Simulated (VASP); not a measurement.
# InRu3 (Fm-3m) in VASP: a series of runs

Runs on InRu3. Level: PBE. Tasks: single point.

Program: VASP 6.6.1. These are calculated values, not measurements. Logs are shortened: lines on timing, memory, paths and dates and some standing lists are left out, and cuts for length are marked.

## (1) The cell of the first run

The structure is cubic, space group Fm-3m (No. 225). The conventional cell has a = 6.285 Å, b = 6.285 Å, c = 6.285 Å, α = 90.00°, β = 90.00°, γ = 90.00°. Within 3.6 Å of In (site symmetry m-3m) lie 14 Ru at 2.72 to 3.14 Å. Within 3.6 Å of Ru (site symmetry -43m) lie 4 In at 2.72 Å and 10 Ru at 2.72 to 3.14 Å. Ru (site symmetry m-3m) has 8 Ru at 2.72 Å and 6 In at 3.14 Å within 3.6 Å.

## (2) Single point, PBE

INCAR reads:

```
SYSTEM = InRu3
PREC = Accurate
ENCUT = 520
EDIFF = 1E-6
ISMEAR = 0
SIGMA = 0.1
LREAL = .False.
LASPH = .True.
NELM = 60
ALGO = Normal
ISIF = 2
LWAVE = .False.
LCHARG = .False.
GGA = PE
NBANDS = 36
```

KPOINTS reads:

```
regular mesh
0
Gamma
  4 4 4
  0 0 0
```

POSCAR reads:

```
InRu3
1.0
    0.0000000000      3.1425232198      3.1425232198
    3.1425232198      0.0000000000      3.1425232198
    3.1425232198      3.1425232198      0.0000000000
In Ru
1 3
Direct
    0.0000000000      0.0000000000      0.0000000000
    0.2500000000      0.2500000000      0.2500000000
    0.7500000000      0.7500000000      0.7500000000
    0.5000000000      0.5000000000      0.5000000000
```

Potentials or basis: VASP PAW PBE potentials, release 64 (In_d, Ru_pv).

Started as:

```sh
$ cat potpaw_PBE.64/In_d/POTCAR potpaw_PBE.64/Ru_pv/POTCAR > POTCAR
$ mpirun -np 1 vasp_std > vasp.out
```

OUTCAR:

```text
SYSTEM = InRu3
   PREC = Accurate
   ENCUT = 520
   EDIFF = 1E-6
   ISMEAR = 0
   LREAL = .False.
   LASPH = .True.
   NELM = 60
   ISIF = 2
   GGA = PE

 ion  position               nearest neighbor table
   1  0.000  0.000  0.000-   3 2.72   3 2.72   3 2.72   2 2.72   2 2.72   2 2.72   3 2.72   2 2.72
                             4 3.14   4 3.14   4 3.14   4 3.14   4 3.14   4 3.14
   2  0.250  0.250  0.250-   1 2.72   1 2.72   1 2.72   4 2.72   4 2.72   4 2.72   4 2.72   1 2.72
                             3 3.14   3 3.14   3 3.14   3 3.14   3 3.14   3 3.14
   3  0.750  0.750  0.750-   4 2.72   4 2.72   4 2.72   1 2.72   1 2.72   1 2.72   4 2.72   1 2.72
                             2 3.14   2 3.14   2 3.14   2 3.14   2 3.14   2 3.14
   4  0.500  0.500  0.500-   2 2.72   2 2.72   2 2.72   3 2.72   3 2.72   3 2.72   3 2.72   2 2.72
                             1 3.14   1 3.14   1 3.14   1 3.14   1 3.14   1 3.14

  LATTYP: Found a face centered cubic cell.
 ALAT       =     6.2850464396

  Lattice vectors:

 A1 = (   0.0000000000,   3.1425232198,   3.1425232198)
 A2 = (   3.1425232198,   0.0000000000,   3.1425232198)
 A3 = (   3.1425232198,   3.1425232198,   0.0000000000)

Analysis of symmetry for initial positions (statically):
=====================================================================
 Subroutine PRICEL returns:
 Original cell was already a primitive cell.

 Routine SETGRP: Setting up the symmetry group for a
 face centered cubic supercell.

 Subroutine GETGRP returns: Found 48 space group operations
 (whereof 48 operations were pure point group operations)
 out of a pool of 48 trial point group operations.

The static configuration has the point symmetry O_h .

Analysis of symmetry for dynamics (positions and initial velocities):
=====================================================================
 Subroutine PRICEL returns:
 Original cell was already a primitive cell.

 Routine SETGRP: Setting up the symmetry group for a
 face centered cubic supercell.

 Subroutine GETGRP returns: Found 48 space group operations
 (whereof 48 operations were pure point group operations)
 out of a pool of 48 trial point group operations.

The dynamic configuration has the point symmetry O_h .

 Subroutine INISYM returns: Found 48 space group operations
 (whereof 48 operations are pure point group operations),
 and found     1 'primitive' translations

----------------------------------------------------------------------------------------

                                     Primitive cell

  volume of cell :      62.0677

  direct lattice vectors                    reciprocal lattice vectors
     0.000000000  3.142523220  3.142523220    -0.159107814  0.159107814  0.159107814
     3.142523220  0.000000000  3.142523220     0.159107814 -0.159107814  0.159107814
     3.142523220  3.142523220  0.000000000     0.159107814  0.159107814 -0.159107814

  length of vectors
     4.444198958  4.444198958  4.444198958     0.275582818  0.275582818  0.275582818

  position of ions in fractional coordinates (direct lattice)
     0.000000000  0.000000000  0.000000000
     0.250000000  0.250000000  0.250000000
     0.750000000  0.750000000  0.750000000
     0.500000000  0.500000000  0.500000000

  ion indices of the primitive-cell ions
   primitive index   ion index
                 1           1
                 2           2
                 3           3
                 4           4

----------------------------------------------------------------------------------------

 KPOINTS: regular mesh

Automatic generation of k-mesh.
 Grid dimensions read from file:
 generate k-points for:    4    4    4

 Generating k-lattice:

  Cartesian coordinates                     Fractional coordinates (reciprocal lattice)
    -0.039776954  0.039776954  0.039776954     0.250000000  0.000000000  0.000000000
     0.039776954 -0.039776954  0.039776954     0.000000000  0.250000000  0.000000000
     0.039776954  0.039776954 -0.039776954     0.000000000  0.000000000  0.250000000

  Length of vectors
     0.068895704  0.068895704  0.068895704

  Shift w.r.t. Gamma in fractional coordinates (k-lattice)
     0.000000000  0.000000000  0.000000000

 Subroutine IBZKPT returns following result:
 ===========================================

 Found      8 irreducible k-points:

 Following reciprocal coordinates:
            Coordinates               Weight
  0.000000  0.000000  0.000000      1.000000
  0.250000  0.000000  0.000000      8.000000
  0.500000  0.000000  0.000000      4.000000
  0.250000  0.250000  0.000000      6.000000
  0.500000  0.250000  0.000000     24.000000
 -0.250000  0.250000  0.000000     12.000000
  0.500000  0.500000  0.000000      3.000000
 -0.250000  0.500000  0.250000      6.000000
   k-points           NKPTS =      8   k-points in BZ     NKDIM =      8   number of bands    NBANDS=     36
   number of dos      NEDOS =    301   number of ions     NIONS =      4
   total plane-waves  NPLWV =  46656
   dimension x,y,z NGX =    36 NGY =   36 NGZ =   36
   dimension x,y,z NGXF=    72 NGYF=   72 NGZF=   72
   ions per type =               1   3
   NGX,Y,Z   is equivalent  to a cutoff of  13.47, 13.47, 13.47 a.u.
   NGXF,Y,Z  is equivalent  to a cutoff of  26.93, 26.93, 26.93 a.u.
 SYSTEM =  InRu3
   PREC   = accura    normal or accurate (medium, high low for compatibility)
   ISTART =      0    job   : 0-new  1-cont  2-samecut
   ICHARG =      2    charge: 1-file 2-atom 10-const
   ISPIN  =      1    spin polarized calculation?
   LNONCOLLINEAR =      F non collinear calculations
   LSORBIT =      F    spin-orbit coupling
   LASPH  =      T    aspherical Exc in radial PAW
   ENCUT  =  520.0 eV  38.22 Ry    6.18 a.u.   8.26  8.26  8.26*2*pi/ulx,y,z
   NELM   =     60;   NELMIN=  2; NELMDL= -5     # of ELM steps
   EDIFF  = 0.1E-05   stopping-criterion for ELM
   LREAL  =      F    real-space projection
   EDIFFG = 0.1E-04   stopping-criterion for IOM
   NSW    =      0    number of steps for IOM
   IBRION =     -1    ionic relax: 0-MD 1-quasi-New 2-CG
   NFREE  =      0    steps in history (QN), initial steepest desc. (CG)
   ISIF   =      2    stress and relaxation
   ISYM   =      2    0-nonsym 1-usesym 2-fastsym
   POTIM  = 0.5000    time-step for ionic-motion
   TEBEG  =    0.0;   TEEND  =   0.0 temperature during run
   PSTRESS=    0.0 pullay stress
   NELECT =      55.0000    total number of electrons
   NUPDOWN=      -1.0000    fix difference up-down
   EMIN   =  10.00;   EMAX   =-10.00  energy-range for DOS
   EFERMI =   0.00;   METHOD = LEGACY
   ISMEAR =     0;   SIGMA  =   0.10  broadening in eV -4-tet -1-fermi 0-gaus
   EFERMI_NEDOS =   21; number of points for ismear=-14 and -15
   IALGO  =     38    algorithm
   IMIX   =      4    mixing-type and parameters
     AMIX     =   0.40;   BMIX     =  1.00
     AMIX_MAG =   1.60;   BMIX_MAG =  1.00
  volume/ion in A,a.u.               =      15.52       104.71
  Fermi-wavevector in a.u.,A,eV,Ry     =   1.572439  2.971479 33.641296  2.472565
  Thomas-Fermi vector in A             =   2.673873
   LORBIT       =      0    0 simple, 1 ext, 2 COOP (PROOUT), +10 PAW based schemes
   GGA     = PE    functional components
   LHFCALC =     F    Hartree Fock is set to
   AEXX    =    0.0000 exact exchange contribution
   IVDW    =     0    specifies the selected vdW correction
   LEPSILON=     F    determine dielectric tensor
   LRPA    =     F    only Hartree local field effects (RPA)
 non-spin polarized calculation
 Gauss-broadening in eV      SIGMA  =   0.10
  energy-cutoff  :      520.00
  volume of cell :       62.07
 maximum number of plane-waves:      1700
 NGX is ok and might be reduce to    36
   NGX = 17   NGY = 17   NGZ = 17

 number of electron      54.9999994 magnetization

 Free energy of the ion-electron system (eV)
  ---------------------------------------------------
  ext. energy  EPLUGINS =         0.00000000
  ---------------------------------------------------
  free energy    TOTEN  =       -28.50485542 eV

  energy without entropy =      -28.46563655  energy(sigma->0) =      -28.48524599

 E-fermi :  11.4905     XC(G=0): -13.2009

 val. band max:       11.4849561782   @ k =   0.5000   0.5000   0.0000
 cond. band min:      11.5250458802   @ k =   0.2500   0.0000   0.0000
 fundamental gap:      0.0400897020
 Fermi energy:        11.4904697836

 k-point     1 :       0.0000    0.0000    0.0000
  band No.  band energies     occupation
      1     -31.3430      2.00000
      2     -31.3430      2.00000
      3     -31.3430      2.00000
      4     -31.1337      2.00000
      5     -31.1337      2.00000
      6     -31.1337      2.00000
[... 28 lines left out ...]
     35      19.2666      0.00000
     36      19.2666      0.00000

 k-point     2 :       0.2500    0.0000    0.0000
  band No.  band energies     occupation
      1     -31.3683      2.00000
      2     -31.3683      2.00000
      3     -31.3562      2.00000
      4     -31.1078      2.00000
      5     -31.1078      2.00000
      6     -31.0714      2.00000
[... 28 lines left out ...]
     35      18.5443      0.00000
     36      18.5443      0.00000

 k-point     3 :       0.5000    0.0000    0.0000
  band No.  band energies     occupation
      1     -31.3891      2.00000
      2     -31.3891      2.00000
      3     -31.3437      2.00000
      4     -31.0872      2.00000
      5     -31.0866      2.00000
      6     -31.0866      2.00000
[... 28 lines left out ...]
     35      18.1421      0.00000
     36      18.1421      0.00000

 k-point     4 :       0.2500    0.2500    0.0000
  band No.  band energies     occupation
      1     -31.3999      2.00000
      2     -31.3999      2.00000
      3     -31.3135      2.00000
      4     -31.0785      2.00000
      5     -31.0785      2.00000
      6     -31.0768      2.00000
[... 28 lines left out ...]
     35      18.4169      0.00000
     36      20.4901      0.00000

 k-point     5 :       0.5000    0.2500    0.0000
  band No.  band energies     occupation
      1     -31.4182      2.00000
      2     -31.4072      2.00000
      3     -31.3202      2.00000
      4     -31.1172      2.00000
      5     -31.0569      2.00000
      6     -31.0444      2.00000
[... 28 lines left out ...]
     35      20.5339      0.00000
     36      20.8863      0.00000

 k-point     6 :      -0.2500    0.2500    0.0000
  band No.  band energies     occupation
      1     -31.3905      2.00000
      2     -31.3777      2.00000
      3     -31.3704      2.00000
      4     -31.0961      2.00000
      5     -31.0822      2.00000
      6     -31.0428      2.00000
[... 28 lines left out ...]
     35      20.2120      0.00000
     36      20.3786      0.00000

 k-point     7 :       0.5000    0.5000    0.0000
  band No.  band energies     occupation
      1     -31.4432      2.00000
      2     -31.4432      2.00000
      3     -31.2427      2.00000
      4     -31.1568      2.00000
      5     -31.0304      2.00000
      6     -31.0304      2.00000
[... 28 lines left out ...]
     35      18.4304      0.00000
     36      22.3867      0.00000

 k-point     8 :      -0.2500    0.5000    0.2500
  band No.  band energies     occupation
      1     -31.4467      2.00000
      2     -31.3559      2.00000
      3     -31.3559      2.00000
      4     -31.1487      2.00000
      5     -31.0250      2.00000
      6     -31.0247      2.00000
[... 28 lines left out ...]
     35      20.9661      0.00000
     36      20.9710      0.00000

------------------------ aborting loop because EDIFF is reached ----------------------------------------

  FORCE on cell =-STRESS in cart. coord.  units (eV):
  Direction    XX          YY          ZZ          XY          YZ          ZX
  --------------------------------------------------------------------------------------
  -------------------------------------------------------------------------------------
  Total        0.0023485      0.0023485      0.0023485      0.0000000     -0.0000000      0.0000000
  in kB        0.0606225      0.0606225      0.0606225      0.0000000     -0.0000000      0.0000000
  external PRESSURE =       0.0606225 kB  Pullay stress =       0.0000000 kB

 VOLUME and BASIS-vectors are now :
 -----------------------------------------------------------------------------
  energy-cutoff  :      520.00
  volume of cell :       62.07
      direct lattice vectors                 reciprocal lattice vectors
     0.000000000  3.142523220  3.142523220    -0.159107814  0.159107814  0.159107814
     3.142523220  0.000000000  3.142523220     0.159107814 -0.159107814  0.159107814
     3.142523220  3.142523220  0.000000000     0.159107814  0.159107814 -0.159107814

 POSITION                                       TOTAL-FORCE (eV/Angst)
 -----------------------------------------------------------------------------------
      0.00000      0.00000      0.00000         0.000000      0.000000      0.000000
      1.57126      1.57126      1.57126        -0.000000     -0.000000     -0.000000
      4.71378      4.71378      4.71378        -0.000000     -0.000000      0.000000
      3.14252      3.14252      3.14252         0.000000      0.000000      0.000000
 -----------------------------------------------------------------------------------
    total drift:                                0.000000      0.000000      0.000000

  FREE ENERGIE OF THE ION-ELECTRON SYSTEM (eV)
  ---------------------------------------------------
  free  energy   TOTEN  =       -28.5048554207 eV

  energy  without entropy=      -28.4656365518  energy(sigma->0) =      -28.48524599
```

Wall time 18 s (1 thread of Intel Xeon Platinum 8488C (Sapphire Rapids), shared host); peak memory 0.2 GiB.

Results:

```
Free energy : -28.5049 eV
Pressure    : 0.0 GPa
```

Caveat: the k points lie up to 0.43 Å⁻¹ apart; spin-orbit coupling is left out, which moves the levels of the heavy elements.

## (3) Single point, PBE

This run uses another cell than the first one, of 19.99 Å³/atom, 1.288 times its volume.

INCAR reads:

```
ALGO = Fast
EDIFF = 1E-7
ENCUT = 520
GGA = PE
ISIF = 2
ISMEAR = 0
LASPH = T
LCHARG = F
LREAL = F
LWAVE = F
NBANDS = 36
NELM = 100
PREC = Accurate
SIGMA = 0.1
```

KPOINTS reads:

```
k-points
0
Gamma
  4 4 4
```

POSCAR reads:

```
InRu3
1.0
    0.0000000000      3.4192982700      3.4192982700
    3.4192982700      0.0000000000      3.4192982700
    3.4192982700      3.4192982700      0.0000000000
In Ru
1 3
Direct
    0.0000000000      0.0000000000      0.0000000000
    0.2500000000      0.2500000000      0.2500000000
    0.7500000000      0.7500000000      0.7500000000
    0.5000000000      0.5000000000      0.5000000000
```

Potentials or basis: VASP PAW PBE potentials, release 64 (In_d, Ru_pv).

Started as:

```sh
$ cat potpaw_PBE.64/In_d/POTCAR potpaw_PBE.64/Ru_pv/POTCAR > POTCAR
$ mpirun -np 1 vasp_std > vasp.out
```

Wall time 27 s (1 thread of Intel Xeon Platinum 8488C (Sapphire Rapids), shared host); peak memory 0.2 GiB.

The run converged. Its results:

```yaml
Free_energy: -26.4411 eV
Pressure: -28.6 GPa
```

Levels at points of the mesh, in eV from the Fermi level:
| k point | band 25 | band 26 | band 27 | band 28 | band 29 | band 30 |
| --- | --- | --- | --- | --- | --- | --- |
| (0.00, 0.00, 0.00) | 0.08 | 0.08 | 0.09 | 0.09 | 0.29 | 0.29 |
| (0.50, 0.00, 0.00) | -1.01 | -0.78 | -0.01 | -0.01 | 0.17 | 0.17 |
| (0.50, 0.50, 0.00) | -0.37 | -0.14 | -0.10 | -0.05 | -0.05 | 0.25 |

Caveat: the k points lie up to 0.40 Å⁻¹ apart; spin-orbit coupling is left out, which moves the levels of the heavy elements.

## (4) Single point, PBE

This run uses another cell than the first one, of 15.49 Å³/atom, 0.998 times its volume.

INCAR reads:

```
SYSTEM = InRu3
ALGO = Normal ; EDIFF = 1E-6
ENCUT = 520 ; GGA = PE
ISIF = 2 ; ISMEAR = 0
LASPH = .True. ; LCHARG = .False.
LREAL = .False. ; LWAVE = .False.
NBANDS = 36 ; NELM = 100
PREC = Accurate ; SIGMA = 0.1
```

KPOINTS reads:

```
k-points
0
Gamma
  6 6 6
  0 0 0
```

POSCAR reads:

```
InRu3
1.0
    0.0000000000      3.1403930200      3.1403930200
    3.1403930200      0.0000000000      3.1403930200
    3.1403930200      3.1403930200      0.0000000000
In Ru
1 3
Direct
    0.0000000000      0.0000000000      0.0000000000
    0.2500000000      0.2500000000      0.2500000000
    0.7500000000      0.7500000000      0.7500000000
    0.5000000000      0.5000000000      0.5000000000
```

Started as:

```sh
$ cat potpaw_PBE.64/In_d/POTCAR potpaw_PBE.64/Ru_pv/POTCAR > POTCAR
$ mpirun -np 1 vasp_std > vasp.out
```

It took 30 s on 1 thread of Intel Xeon Platinum 8488C (Sapphire Rapids), shared host; peak memory 0.2 GiB.

The run converged. Its results:

```
Free energy : -28.6086 eV
Pressure    : 0.0 GPa
```

Levels at points of the mesh, in eV from the Fermi level:
```csv
k point,band 24,band 25,band 26,band 27,band 28,band 29,band 30,band 31
"(0.00, 0.00, 0.00)",0.13,0.13,0.19,0.19,0.19,0.49,0.49,4.37
"(0.50, 0.00, 0.00)",-1.47,-1.47,-1.04,-0.02,-0.02,0.25,0.25,0.85
"(0.50, 0.50, 0.00)",-1.59,-0.56,-0.35,-0.35,-0.17,-0.01,0.42,0.88
```

Caveat: spin-orbit coupling is left out, which moves the levels of the heavy elements.

## (5) Summary

```tsv
cell	k mesh	gap on the mesh (eV)	pressure (GPa)
a = 4.444 Å, angles 60.0°, 4 atoms	4 × 4 × 4	none	0.0
a = 4.836 Å, angles 60.0°, 4 atoms	4 × 4 × 4	none	-28.6
a = 4.441 Å, angles 60.0°, 4 atoms	6 × 6 × 6	none	0.0
```

Alike in all rows: task single point; level PBE; potentials or basis VASP PAW PBE potentials, release 64 (In_d, Ru_pv); no spin polarisation; cutoff (eV) 520; smearing gaussian 0.1 eV.

Caveats: some runs use coarse meshes; spin-orbit coupling is left out, which moves the levels of the heavy elements.

Absolute energies hang on the potentials; compare differences alone.
